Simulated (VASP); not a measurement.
# Sr (P6_3/mmc) in VASP: single point with PBEsol

Aim: the single point of Sr with PBEsol.

Everything below comes from runs of VASP 6.6.1. Logs are shortened: lines on timing, memory, paths and dates and some standing lists are left out, and cuts for length are marked.

## Step 1: The cell of the first run

It takes space group P6_3/mmc (No. 194, hexagonal). The conventional cell has a = 4.320 Å, b = 4.320 Å, c = 6.798 Å, α = 90.00°, β = 90.00°, γ = 120.00°. Within 5.5 Å of Sr (site symmetry -6m2) lie 12 Sr at 4.22 to 4.32 Å.

This isn't the form of Sr at room conditions, which is fcc.

## Step 2: Single point, PBEsol (biaxial strain in the a-b plane: +3.0 %, then relaxed in part)

The input, INCAR:

```
  ALGO = Fast
  EDIFF = 1E-6
  ENCUT = 520
  GGA = PS
  ISIF = 2
  ISMEAR = 0
  LASPH = True
  LCHARG = True
  LELF = True
  LREAL = False
  LVHAR = True
  LWAVE = False
  NBANDS = 17
  NELM = 100
  PREC = Accurate
  SIGMA = 0.1
```

The input, KPOINTS:

```
k-points
0
Gamma
  12 12 8
```

The input, POSCAR:

```
Sr
1.0
    4.3203734936      0.0000000000      0.0000000000
   -2.1601867468      3.7415531993      0.0000000000
    0.0000000000      0.0000000000      6.7983458691
Sr
2
Direct
    0.3333333333      0.6666666667      0.2500000000
    0.6666666667      0.3333333333      0.7500000000
```

Potentials or basis: VASP PAW PBE potentials, release 64 (Sr_sv).

Command:

```sh
cat potpaw_PBE.64/Sr_sv/POTCAR > POTCAR
mpirun -np 1 vasp_std > vasp.out
```

OUTCAR:

```text
EDIFF = 1E-6
   ENCUT = 520
   GGA = PS
   ISIF = 2
   ISMEAR = 0
   LASPH = True
   LREAL = False
   NELM = 100
   PREC = Accurate

 ion  position               nearest neighbor table
   1  0.333  0.667  0.250-   2 4.22   2 4.22   2 4.22   2 4.22   2 4.22   2 4.22
   2  0.667  0.333  0.750-   1 4.22   1 4.22   1 4.22   1 4.22   1 4.22   1 4.22

  LATTYP: Found a hexagonal cell.
 ALAT       =     4.3203734936
 C/A-ratio  =     1.5735551288

  Lattice vectors:

 A1 = (   4.3203734936,   0.0000000000,   0.0000000000)
 A2 = (  -2.1601867468,   3.7415531993,   0.0000000000)
 A3 = (   0.0000000000,   0.0000000000,   6.7983458691)

Analysis of symmetry for initial positions (statically):
=====================================================================
 Subroutine PRICEL returns:
 Original cell was already a primitive cell.

 Routine SETGRP: Setting up the symmetry group for a
 hexagonal supercell.

 Subroutine GETGRP returns: Found 24 space group operations
 (whereof 12 operations were pure point group operations)
 out of a pool of 24 trial point group operations.

The static configuration has the point symmetry D_3d.
 The point group associated with its full space group is D_6h.

Analysis of symmetry for dynamics (positions and initial velocities):
=====================================================================
 Subroutine PRICEL returns:
 Original cell was already a primitive cell.

 Routine SETGRP: Setting up the symmetry group for a
 hexagonal supercell.

 Subroutine GETGRP returns: Found 24 space group operations
 (whereof 12 operations were pure point group operations)
 out of a pool of 24 trial point group operations.

The dynamic configuration has the point symmetry D_3d.
 The point group associated with its full space group is D_6h.

 Subroutine INISYM returns: Found 24 space group operations
 (whereof 12 operations are pure point group operations),
 and found     1 'primitive' translations

----------------------------------------------------------------------------------------

                                     Primitive cell

  volume of cell :     109.8946

  direct lattice vectors                    reciprocal lattice vectors
     4.320373494  0.000000000  0.000000000     0.231461470  0.133634342  0.000000000
    -2.160186747  3.741553199  0.000000000     0.000000000  0.267268684  0.000000000
     0.000000000  0.000000000  6.798345869     0.000000000  0.000000000  0.147094605

  length of vectors
     4.320373494  4.320373494  6.798345869     0.267268684  0.267268684  0.147094605

  position of ions in fractional coordinates (direct lattice)
     0.333333333  0.666666667  0.250000000
     0.666666667  0.333333333  0.750000000

  ion indices of the primitive-cell ions
   primitive index   ion index
                 1           1
                 2           2

----------------------------------------------------------------------------------------

 KPOINTS: k-points

Automatic generation of k-mesh.
 Grid dimensions read from file:
 generate k-points for:   12   12    8

 Generating k-lattice:

  Cartesian coordinates                     Fractional coordinates (reciprocal lattice)
     0.019288456  0.011136195  0.000000000     0.083333333 -0.000000000  0.000000000
     0.000000000  0.022272390  0.000000000     0.000000000  0.083333333  0.000000000
     0.000000000  0.000000000  0.018386826     0.000000000  0.000000000  0.125000000

  Length of vectors
     0.022272390  0.022272390  0.018386826

  Shift w.r.t. Gamma in fractional coordinates (k-lattice)
     0.000000000  0.000000000  0.000000000

 Subroutine IBZKPT returns following result:
 ===========================================

 Found     95 irreducible k-points:

 Following reciprocal coordinates:
            Coordinates               Weight
  0.000000  0.000000  0.000000      1.000000
  0.083333  0.000000  0.000000      6.000000
  0.166667  0.000000  0.000000      6.000000
  0.250000  0.000000  0.000000      6.000000
  0.333333 -0.000000  0.000000      6.000000
  0.416667  0.000000  0.000000      6.000000
[... 16 lines left out ...]
  0.250000  0.000000  0.125000     12.000000
  0.333333 -0.000000  0.125000     12.000000
 [... further k-points ...]
   k-points           NKPTS =     95   k-points in BZ     NKDIM =     95   number of bands    NBANDS=     17
   number of dos      NEDOS =    301   number of ions     NIONS =      2
   total plane-waves  NPLWV =  55296
   dimension x,y,z NGX =    32 NGY =   32 NGZ =   54
   dimension x,y,z NGXF=    64 NGYF=   64 NGZF=  108
   ions per type =               2
   NGX,Y,Z   is equivalent  to a cutoff of  12.31, 12.31, 13.21 a.u.
   NGXF,Y,Z  is equivalent  to a cutoff of  24.63, 24.63, 26.41 a.u.
 SYSTEM =  unknown system
   PREC   = accura    normal or accurate (medium, high low for compatibility)
   ISTART =      0    job   : 0-new  1-cont  2-samecut
   ICHARG =      2    charge: 1-file 2-atom 10-const
   ISPIN  =      1    spin polarized calculation?
   LNONCOLLINEAR =      F non collinear calculations
   LSORBIT =      F    spin-orbit coupling
   LASPH  =      T    aspherical Exc in radial PAW
   ENCUT  =  520.0 eV  38.22 Ry    6.18 a.u.   8.03  8.03 12.64*2*pi/ulx,y,z
   NELM   =    100;   NELMIN=  2; NELMDL= -5     # of ELM steps
   EDIFF  = 0.1E-05   stopping-criterion for ELM
   LREAL  =      F    real-space projection
[... 7 lines left out ...]
   TEBEG  =    0.0;   TEEND  =   0.0 temperature during run
   PSTRESS=    0.0 pullay stress
   NELECT =      20.0000    total number of electrons
   NUPDOWN=      -1.0000    fix difference up-down
   EMIN   =  10.00;   EMAX   =-10.00  energy-range for DOS
   EFERMI =   0.00;   METHOD = LEGACY
   ISMEAR =     0;   SIGMA  =   0.10  broadening in eV -4-tet -1-fermi 0-gaus
   EFERMI_NEDOS =   21; number of points for ismear=-14 and -15
   IALGO  =     68    algorithm
   IMIX   =      4    mixing-type and parameters
     AMIX     =   0.40;   BMIX     =  1.00
     AMIX_MAG =   1.60;   BMIX_MAG =  1.00
  volume/ion in A,a.u.               =      54.95       370.80
  Fermi-wavevector in a.u.,A,eV,Ry     =   0.927739  1.753173 11.710540  0.860700
  Thomas-Fermi vector in A             =   2.053841
   LORBIT       =      0    0 simple, 1 ext, 2 COOP (PROOUT), +10 PAW based schemes
   GGA     = PS    functional components
   LHFCALC =     F    Hartree Fock is set to
   AEXX    =    0.0000 exact exchange contribution
   IVDW    =     0    specifies the selected vdW correction
   LEPSILON=     F    determine dielectric tensor
   LRPA    =     F    only Hartree local field effects (RPA)
 non-spin polarized calculation
 RMM-DIIS sequential band-by-band and
 Gauss-broadening in eV      SIGMA  =   0.10
  energy-cutoff  :      520.00
  volume of cell :      109.89
 maximum number of plane-waves:      2986
   NGX = 17   NGY = 17   NGZ = 25

 number of electron      20.0000000 magnetization

 Free energy of the ion-electron system (eV)
  ---------------------------------------------------
  ext. energy  EPLUGINS =         0.00000000
  ---------------------------------------------------
  free energy    TOTEN  =        -3.66078364 eV

  energy without entropy =       -3.65041767  energy(sigma->0) =       -3.65560065

 E-fermi :   1.5519     XC(G=0):  -7.4339

 val. band max:        1.5427944328   @ k =   0.3333  -0.0000   0.0000
 cond. band min:       1.5870864772   @ k =   0.3333   0.2500   0.0000
 fundamental gap:      0.0442920444
 Fermi energy:         1.5518522732

 k-point     1 :       0.0000    0.0000    0.0000
  band No.  band energies     occupation
      1     -35.0321      2.00000
      2     -35.0153      2.00000
      3     -17.1478      2.00000
      4     -16.9684      2.00000
      5     -16.9684      2.00000
      6     -16.9347      2.00000
[... 9 lines left out ...]
     16       4.2024      0.00000
     17       4.5683      0.00000

 k-point     2 :       0.0833    0.0000    0.0000
  band No.  band energies     occupation
      1     -35.0313      2.00000
      2     -35.0151      2.00000
      3     -17.1433      2.00000
      4     -16.9773      2.00000
      5     -16.9714      2.00000
      6     -16.9441      2.00000
[... 9 lines left out ...]
     16       4.2931      0.00000
     17       4.4246      0.00000

 k-point     3 :       0.1667    0.0000    0.0000
  band No.  band energies     occupation
      1     -35.0291      2.00000
      2     -35.0144      2.00000
      3     -17.1304      2.00000
      4     -17.0016      2.00000
      5     -16.9796      2.00000
      6     -16.9693      2.00000
[... 9 lines left out ...]
     16       4.2175      0.00000
     17       4.5435      0.00000

 k-point     4 :       0.2500    0.0000    0.0000
  band No.  band energies     occupation
      1     -35.0260      2.00000
      2     -35.0135      2.00000
      3     -17.1110      2.00000
      4     -17.0352      2.00000
      5     -17.0029      2.00000
      6     -16.9903      2.00000
[... 9 lines left out ...]
     16       4.5148      0.00000
     17       4.7915      0.00000
[... 343 lines left out ...]
      1     -35.0285      2.00000
      2     -35.0149      2.00000
      3     -17.1245      2.00000
      4     -16.9994      2.00000
      5     -16.9781      2.00000
      6     -16.9755      2.00000
[... 9 lines left out ...]
     16       4.2859      0.00000
     17       4.6099      0.00000

 k-point    23 :       0.2500    0.0000    0.1250
  band No.  band energies     occupation
      1     -35.0255      2.00000
      2     -35.0140      2.00000
      3     -17.1087      2.00000
      4     -17.0309      2.00000
      5     -17.0089      2.00000
      6     -16.9886      2.00000
[... 9 lines left out ...]
     16       4.5281      0.00000
     17       4.9742      0.00000

 k-point    24 :       0.3333   -0.0000    0.1250
  band No.  band energies     occupation
      1     -35.0222      2.00000
      2     -35.0133      2.00000
      3     -17.0971      2.00000
      4     -17.0564      2.00000
      5     -17.0401      2.00000
      6     -16.9989      2.00000
[... 9 lines left out ...]
     16       5.0349      0.00000
     17       5.1837      0.00000

 [... further k-points ...]

------------------------ aborting loop because EDIFF is reached ----------------------------------------

  FORCE on cell =-STRESS in cart. coord.  units (eV):
  Direction    XX          YY          ZZ          XY          YZ          ZX
  --------------------------------------------------------------------------------------
  -------------------------------------------------------------------------------------
  Total       -0.5330508     -0.5330508      0.0102086      0.0000000     -0.0000000      0.0000000
  in kB       -7.7714615     -7.7714615      0.1488336      0.0000000     -0.0000000      0.0000000
  external PRESSURE =      -5.1313631 kB  Pullay stress =       0.0000000 kB

 VOLUME and BASIS-vectors are now :
 -----------------------------------------------------------------------------
  energy-cutoff  :      520.00
  volume of cell :      109.89
      direct lattice vectors                 reciprocal lattice vectors
     4.320373494  0.000000000  0.000000000     0.231461470  0.133634342  0.000000000
    -2.160186747  3.741553199  0.000000000     0.000000000  0.267268684  0.000000000
     0.000000000  0.000000000  6.798345869     0.000000000  0.000000000  0.147094605

 POSITION                                       TOTAL-FORCE (eV/Angst)
 -----------------------------------------------------------------------------------
     -0.00000      2.49437      1.69959         0.000000     -0.000000      0.000000
      2.16019      1.24718      5.09876        -0.000000      0.000000      0.000000
 -----------------------------------------------------------------------------------
    total drift:                               -0.000000      0.000000     -0.000000

  FREE ENERGIE OF THE ION-ELECTRON SYSTEM (eV)
  ---------------------------------------------------
  free  energy   TOTEN  =        -3.6607836422 eV

  energy  without entropy=       -3.6504176675  energy(sigma->0) =       -3.65560065
```

It took 2.3 min on 1 thread of AMD EPYC 7R13 (Zen 3), shared host; peak memory 0.29 GiB.

Results:

| Property | Result |
| --- | --- |
| Free energy | -3.6608 eV |
| Pressure | -0.5 GPa |
| Band gap on the k mesh | zero (bands 10 and 11 overlap by 0.32 eV) |

Stress tensor (GPa, compression positive):
```
-0.78  0.00  0.00
 0.00 -0.78  0.00
 0.00  0.00  0.01
```

Caveat: the cell differs from its parent crystal (biaxial strain in the a-b plane: +3.0 %, then relaxed in part); the PAW data sets were made with another functional, which shifts forces and pressure a little.

The gap in the log of VASP goes by the Fermi energy; the results here count the filled bands.